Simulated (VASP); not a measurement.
Li2S:

```
Li S
1.0
     0.00000    2.84529    2.84529
     2.84529    0.00000    2.84529
     2.84529    2.84529    0.00000
Li S
2 1
Direct
  0.25000 0.25000 0.25000
  0.75000 0.75000 0.75000
  0.00000 0.00000 0.00000
```

Base run:

```yaml
Program: VASP 6.6.1
Functional: HSE06
Potentials_or_basis: VASP PAW PBE potentials, release 64 (Li_sv, S)
Cutoff: 650 eV
k_mesh: 6 × 6 × 6
Occupations: gaussian, width 0.01 eV
Spin: no spin polarisation
```

Its results: band gap on the k mesh 4.33 eV (least direct gap 5.35 eV); pressure -0.6 GPa.

The run is repeated on the same cell with these changes: functional from HSE06 to PBE; cutoff from 650 eV to 750 eV. What comes out?

Band gap on the k mesh 3.39 eV (least direct gap 4.29 eV); pressure 0.2 GPa.

Caveats: the PAW data sets were made with another functional, which shifts forces and pressure a little (at least some runs).

A k mesh can miss the band edges.
